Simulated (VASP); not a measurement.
**TiAl: density of states with PBE**

TiAl:

```
Ti Al
1.0
     4.62883    0.00000    0.00000
     0.00000    2.86618    0.00000
     0.00000    0.00000    4.89176
Ti Al
2 2
Cartesian
  1.1572 1.4331 3.2328
  3.4716 1.4331 1.6589
  3.4716 0.0000 4.1023
  1.1572 0.0000 0.7895
```

| Quantity | Value |
| --- | --- |
| Program | VASP 6.6.1 |
| Task | density of states |
| Functional | PBE |
| Potentials or basis | VASP PAW PBE potentials, release 64 (Ti_sv, Al) |
| Cutoff | 520 eV |
| k mesh | 10 × 16 × 10 |
| Occupations | gaussian, width 0.1 eV |
| Spin | no spin polarisation |
| Dipole correction | no |
| k mesh for the DOS | 15 × 24 × 15 |
| Occupations for the DOS | tetrahedron |
| Further INCAR settings | ALGO = Fast; EDIFF = 1e-06; NBANDS = 23 |

```json
{
  "Valence electrons inside the program's atomic spheres": "Ti 10.28; Al 0.82"
}
```

Levels at points of the mesh, in eV from the Fermi level:
```tsv
k point	band 13	band 14	band 15	band 16	band 17	band 18
(0.00, 0.00, 0.00)	-1.37	-0.92	-0.56	0.70	1.40	1.79
(0.00, 0.50, 0.00)	-2.16	-1.44	0.08	0.57	1.01	2.04
```

Wall time 53 min on 1 thread of Oxide Virtual Turin-like Processor (shared host), peak memory 1 GiB.
